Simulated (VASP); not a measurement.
# KF (Fm-3m) in VASP: notebook

KF is run at these levels: r2SCAN; tasks: single point.

All numbers are computed with VASP 6.6.1; they aren't measurements. Logs are shortened: lines on timing, memory, paths and dates and some standing lists are left out, and cuts for length are marked.

## (1) The cell of the first run

Symmetry: Fm-3m, No. 225, cubic system. The conventional cell has a = 5.318 Å, b = 5.318 Å, c = 5.318 Å, α = 90.00°, β = 90.00°, γ = 90.00°. K (site symmetry m-3m) has 6 F at 2.66 Å within 3.5 Å. Within 3.5 Å of F (site symmetry m-3m) lie 6 K at 2.66 Å.

## (2) Single point, r2SCAN

POSCAR reads:

```
KF
1.0
    0.0000000000      2.6589605554      2.6589605554
    2.6589605554      0.0000000000      2.6589605554
    2.6589605554      2.6589605554      0.0000000000
K F
1 1
Direct
    0.0000000000      0.0000000000      0.0000000000
    0.5000000000      0.5000000000      0.5000000000
```

INCAR.step1 reads:

```
SYSTEM = KF
ALGO = Normal
EDIFF = 1E-4
ENCUT = 520
GGA = PE
ISMEAR = 0
LASPH = .True.
LCHARG = .False.
LREAL = .False.
LWAVE = .True.
NBANDS = 15
NELM = 80
PREC = Accurate
SIGMA = 0.01
```

INCAR.step2 reads:

```
SYSTEM = KF
ALGO = Normal
EDIFF = 1E-6
ENCUT = 520
ISIF = 2
ISMEAR = 0
ISTART = 1
LASPH = .True.
LCHARG = .False.
LMIXTAU = .True.
LREAL = .False.
LWAVE = .False.
METAGGA = R2SCAN
NBANDS = 15
NELM = 80
PREC = Accurate
SIGMA = 0.01
```

KPOINTS reads:

```
k-points
0
Gamma
  8 8 8
  0 0 0
```

Potentials or basis: VASP PAW PBE potentials, release 64 (K_sv, F).

Started as:

```sh
> cat potpaw_PBE.64/K_sv/POTCAR potpaw_PBE.64/F/POTCAR > POTCAR
> cp INCAR.step1 INCAR
> mpirun -np 1 vasp_std > vasp.out
> cp INCAR.step2 INCAR
> mpirun -np 1 vasp_std > vasp.out
```

OUTCAR:

```text
SYSTEM = KF
   EDIFF = 1E-6
   ENCUT = 520
   ISIF = 2
   ISMEAR = 0
   ISTART = 1
   LASPH = .True.
   LREAL = .False.
   METAGGA = R2SCAN
   NELM = 80
   PREC = Accurate

 ion  position               nearest neighbor table
   1  0.000  0.000  0.000-   2 2.66   2 2.66   2 2.66   2 2.66   2 2.66   2 2.66
   2  0.500  0.500  0.500-   1 2.66   1 2.66   1 2.66   1 2.66   1 2.66   1 2.66

  LATTYP: Found a face centered cubic cell.
 ALAT       =     5.3179211108

  Lattice vectors:

 A1 = (   0.0000000000,   2.6589605554,   2.6589605554)
 A2 = (   2.6589605554,   0.0000000000,   2.6589605554)
 A3 = (   2.6589605554,   2.6589605554,   0.0000000000)

Analysis of symmetry for initial positions (statically):
=====================================================================
 Subroutine PRICEL returns:
 Original cell was already a primitive cell.

 Routine SETGRP: Setting up the symmetry group for a
 face centered cubic supercell.

 Subroutine GETGRP returns: Found 48 space group operations
[... 9 lines left out ...]

 Routine SETGRP: Setting up the symmetry group for a
 face centered cubic supercell.

 Subroutine GETGRP returns: Found 48 space group operations
[... 11 lines left out ...]
                                     Primitive cell

  volume of cell :      37.5981

  direct lattice vectors                    reciprocal lattice vectors
     0.000000000  2.658960555  2.658960555    -0.188043406  0.188043406  0.188043406
     2.658960555  0.000000000  2.658960555     0.188043406 -0.188043406  0.188043406
     2.658960555  2.658960555  0.000000000     0.188043406  0.188043406 -0.188043406

  length of vectors
     3.760338079  3.760338079  3.760338079     0.325700734  0.325700734  0.325700734

  position of ions in fractional coordinates (direct lattice)
     0.000000000  0.000000000  0.000000000
     0.500000000  0.500000000  0.500000000

  ion indices of the primitive-cell ions
   primitive index   ion index
                 1           1
                 2           2

----------------------------------------------------------------------------------------

 KPOINTS: k-points

Automatic generation of k-mesh.
 Grid dimensions read from file:
 generate k-points for:    8    8    8

 Generating k-lattice:

  Cartesian coordinates                     Fractional coordinates (reciprocal lattice)
    -0.023505426  0.023505426  0.023505426     0.125000000  0.000000000  0.000000000
     0.023505426 -0.023505426  0.023505426     0.000000000  0.125000000  0.000000000
     0.023505426  0.023505426 -0.023505426     0.000000000  0.000000000  0.125000000

  Length of vectors
     0.040712592  0.040712592  0.040712592

  Shift w.r.t. Gamma in fractional coordinates (k-lattice)
     0.000000000  0.000000000  0.000000000

 Subroutine IBZKPT returns following result:
 ===========================================

 Found     29 irreducible k-points:

 Following reciprocal coordinates:
            Coordinates               Weight
  0.000000  0.000000  0.000000      1.000000
  0.125000  0.000000  0.000000      8.000000
  0.250000  0.000000  0.000000      8.000000
  0.375000  0.000000  0.000000      8.000000
  0.500000  0.000000  0.000000      4.000000
  0.125000  0.125000  0.000000      6.000000
[... 16 lines left out ...]
  0.500000  0.250000  0.125000     48.000000
 -0.375000  0.250000  0.125000     24.000000
 [... further k-points ...]
   k-points           NKPTS =     29   k-points in BZ     NKDIM =     29   number of bands    NBANDS=     15
   number of dos      NEDOS =    301   number of ions     NIONS =      2
   total plane-waves  NPLWV =  21952
   dimension x,y,z NGX =    28 NGY =   28 NGZ =   28
   dimension x,y,z NGXF=    56 NGYF=   56 NGZF=   56
   ions per type =               1   1
   NGX,Y,Z   is equivalent  to a cutoff of  12.38, 12.38, 12.38 a.u.
   NGXF,Y,Z  is equivalent  to a cutoff of  24.76, 24.76, 24.76 a.u.
 SYSTEM =  KF
   PREC   = accura    normal or accurate (medium, high low for compatibility)
   ISTART =      1    job   : 0-new  1-cont  2-samecut
   ICHARG =      0    charge: 1-file 2-atom 10-const
   ISPIN  =      1    spin polarized calculation?
   LNONCOLLINEAR =      F non collinear calculations
   LSORBIT =      F    spin-orbit coupling
   LASPH  =      T    aspherical Exc in radial PAW
   ENCUT  =  520.0 eV  38.22 Ry    6.18 a.u.   6.99  6.99  6.99*2*pi/ulx,y,z
   NELM   =     80;   NELMIN=  2; NELMDL=  0     # of ELM steps
   EDIFF  = 0.1E-05   stopping-criterion for ELM
   LREAL  =      F    real-space projection
   EDIFFG = 0.1E-04   stopping-criterion for IOM
   NSW    =      0    number of steps for IOM
   IBRION =     -1    ionic relax: 0-MD 1-quasi-New 2-CG
   NFREE  =      0    steps in history (QN), initial steepest desc. (CG)
   ISIF   =      2    stress and relaxation
   ISYM   =      2    0-nonsym 1-usesym 2-fastsym
   POTIM  = 0.5000    time-step for ionic-motion
   TEBEG  =    0.0;   TEEND  =   0.0 temperature during run
   PSTRESS=    0.0 pullay stress
   NELECT =      16.0000    total number of electrons
   NUPDOWN=      -1.0000    fix difference up-down
   EMIN   =  10.00;   EMAX   =-10.00  energy-range for DOS
   EFERMI =   0.00;   METHOD = LEGACY
   ISMEAR =     0;   SIGMA  =   0.01  broadening in eV -4-tet -1-fermi 0-gaus
   EFERMI_NEDOS =   21; number of points for ismear=-14 and -15
   IALGO  =     38    algorithm
   IMIX   =      4    mixing-type and parameters
     AMIX     =   0.40;   BMIX     =  1.00
     AMIX_MAG =   1.60;   BMIX_MAG =  1.00
  volume/ion in A,a.u.               =      18.80       126.86
  Fermi-wavevector in a.u.,A,eV,Ry     =   1.231382  2.326975 20.630549  1.516303
  Thomas-Fermi vector in A             =   2.366194
   LORBIT       =      0    0 simple, 1 ext, 2 COOP (PROOUT), +10 PAW based schemes
   METAGGA = R2SCAN    functional components
   LHFCALC =     F    Hartree Fock is set to
   AEXX    =    0.0000 exact exchange contribution
   IVDW    =     0    specifies the selected vdW correction
   LEPSILON=     F    determine dielectric tensor
   LRPA    =     F    only Hartree local field effects (RPA)
 non-spin polarized calculation
 Gauss-broadening in eV      SIGMA  =   0.01
  energy-cutoff  :      520.00
  volume of cell :       37.60
 maximum number of plane-waves:      1036
   NGX = 13   NGY = 13   NGZ = 13

 number of electron      16.0000010 magnetization

 Free energy of the ion-electron system (eV)
  ---------------------------------------------------
  ext. energy  EPLUGINS =         0.00000000
  ---------------------------------------------------
  free energy    TOTEN  =       -14.97291621 eV

  energy without entropy =      -14.97291621  energy(sigma->0) =      -14.97291621

 E-fermi :  -3.1609     XC(G=0):  -8.9718

 val. band max:       -3.3119906147   @ k =   0.0000   0.0000   0.0000
 cond. band min:       3.5957296177   @ k =   0.0000   0.0000   0.0000
 fundamental gap:      6.9077202325
 Fermi energy:        -3.1608731669

 k-point     1 :       0.0000    0.0000    0.0000
  band No.  band energies     occupation
      1     -30.3949      2.00000
      2     -23.1085      2.00000
      3     -12.8696      2.00000
      4     -12.8696      2.00000
      5     -12.8696      2.00000
      6      -3.3120      2.00000
      7      -3.3120      2.00000
      8      -3.3120      2.00000
      9       3.5957      0.00000
     10       8.1806      0.00000
     11       8.1806      0.00000
     12       8.1806      0.00000
     13      10.0620      0.00000
     14      10.0620      0.00000
     15      13.9772      0.00000

 k-point     2 :       0.1250    0.0000    0.0000
  band No.  band energies     occupation
      1     -30.3802      2.00000
      2     -23.1225      2.00000
      3     -12.9116      2.00000
      4     -12.8750      2.00000
      5     -12.8750      2.00000
      6      -3.4474      2.00000
      7      -3.3647      2.00000
      8      -3.3647      2.00000
      9       4.0334      0.00000
     10       7.8798      0.00000
     11       8.4004      0.00000
     12       8.4004      0.00000
     13      10.2122      0.00000
     14      10.2122      0.00000
     15      14.8089      0.00000

 k-point     3 :       0.2500    0.0000    0.0000
  band No.  band energies     occupation
      1     -30.3444      2.00000
      2     -23.1555      2.00000
      3     -13.0119      2.00000
      4     -12.8878      2.00000
      5     -12.8878      2.00000
      6      -3.7384      2.00000
      7      -3.4892      2.00000
      8      -3.4892      2.00000
      9       5.1218      0.00000
     10       7.4793      0.00000
     11       8.9504      0.00000
     12       8.9504      0.00000
     13      10.6739      0.00000
     14      10.6739      0.00000
     15      16.1136      0.00000

 k-point     4 :       0.3750    0.0000    0.0000
  band No.  band energies     occupation
      1     -30.3082      2.00000
      2     -23.1891      2.00000
      3     -13.1111      2.00000
      4     -12.9004      2.00000
      5     -12.9004      2.00000
      6      -3.9933      2.00000
      7      -3.6102      2.00000
      8      -3.6102      2.00000
      9       6.1599      0.00000
     10       7.6081      0.00000
     11       9.4835      0.00000
     12       9.4835      0.00000
     13      11.4742      0.00000
     14      11.4742      0.00000
     15      15.0510      0.00000
[... 307 lines left out ...]
 k-point    22 :       0.3750    0.2500    0.1250
  band No.  band energies     occupation
      1     -30.3201      2.00000
      2     -23.1608      2.00000
      3     -13.0526      2.00000
      4     -13.0210      2.00000
      5     -12.9198      2.00000
      6      -3.8341      2.00000
      7      -3.5239      2.00000
      8      -3.3855      2.00000
      9       5.8340      0.00000
     10       6.7876      0.00000
     11       9.4948      0.00000
     12       9.6237      0.00000
     13      10.7011      0.00000
     14      11.1549      0.00000
     15      16.3251      0.00000

 k-point    23 :       0.5000    0.2500    0.1250
  band No.  band energies     occupation
      1     -30.2925      2.00000
      2     -23.1752      2.00000
      3     -13.1539      2.00000
      4     -13.0748      2.00000
      5     -12.9351      2.00000
      6      -3.8642      2.00000
      7      -3.6088      2.00000
      8      -3.4655      2.00000
      9       6.6100      0.00000
     10       7.0337      0.00000
     11       9.3987      0.00000
     12      10.1821      0.00000
     13      11.2387      0.00000
     14      12.2167      0.00000
     15      14.1791      0.00000

 k-point    24 :      -0.3750    0.2500    0.1250
  band No.  band energies     occupation
      1     -30.2810      2.00000
      2     -23.1809      2.00000
      3     -13.1995      2.00000
      4     -13.0916      2.00000
      5     -12.9430      2.00000
      6      -3.8703      2.00000
      7      -3.5875      2.00000
      8      -3.5617      2.00000
      9       6.7523      0.00000
     10       7.4695      0.00000
     11       9.3614      0.00000
     12      10.3620      0.00000
     13      11.7292      0.00000
     14      12.7683      0.00000
     15      13.2233      0.00000

 [... further k-points ...]
[... 5 lines left out ...]
  --------------------------------------------------------------------------------------
  -------------------------------------------------------------------------------------
  Total       -0.0077851     -0.0077851     -0.0077851     -0.0000000     -0.0000000      0.0000000
  in kB       -0.3317506     -0.3317506     -0.3317506     -0.0000000     -0.0000000      0.0000000
  external PRESSURE =      -0.3317506 kB  Pullay stress =       0.0000000 kB

 VOLUME and BASIS-vectors are now :
 -----------------------------------------------------------------------------
  energy-cutoff  :      520.00
  volume of cell :       37.60
      direct lattice vectors                 reciprocal lattice vectors
     0.000000000  2.658960555  2.658960555    -0.188043406  0.188043406  0.188043406
     2.658960555  0.000000000  2.658960555     0.188043406 -0.188043406  0.188043406
     2.658960555  2.658960555  0.000000000     0.188043406  0.188043406 -0.188043406

 POSITION                                       TOTAL-FORCE (eV/Angst)
 -----------------------------------------------------------------------------------
      0.00000      0.00000      0.00000        -0.000000     -0.000000     -0.000000
      2.65896      2.65896      2.65896         0.000000      0.000000      0.000000
 -----------------------------------------------------------------------------------
    total drift:                                0.000000      0.000000      0.000000

  FREE ENERGIE OF THE ION-ELECTRON SYSTEM (eV)
  ---------------------------------------------------
  free  energy   TOTEN  =       -14.9729162064 eV

  energy  without entropy=      -14.9729162064  energy(sigma->0) =      -14.97291621
```

Wall time 30 s (1 thread of Intel Xeon 6975P-C (Granite Rapids), shared host); peak memory 0.16 GiB.

What came out:

* Free energy: -14.9729 eV
* Pressure: 0.0 GPa
* Band gap on the k mesh: 6.91 eV, direct

Levels at points of the mesh, in eV from the valence-band top:
```csv
k point,band 6,band 7,band 8,band 9,band 10,band 11
"(0.00, 0.00, 0.00)",0.00,0.00,0.00,6.91,11.49,11.49
"(0.50, 0.00, 0.00)",-0.78,-0.35,-0.35,9.74,11.36,12.99
"(0.50, 0.50, 0.00)",-0.20,-0.05,-0.05,8.78,11.31,12.54
```

Caveat: the PAW data sets were made with another functional, which shifts forces and pressure a little. A k mesh can miss the band edges.

(Part 1 of 2 ends here.)
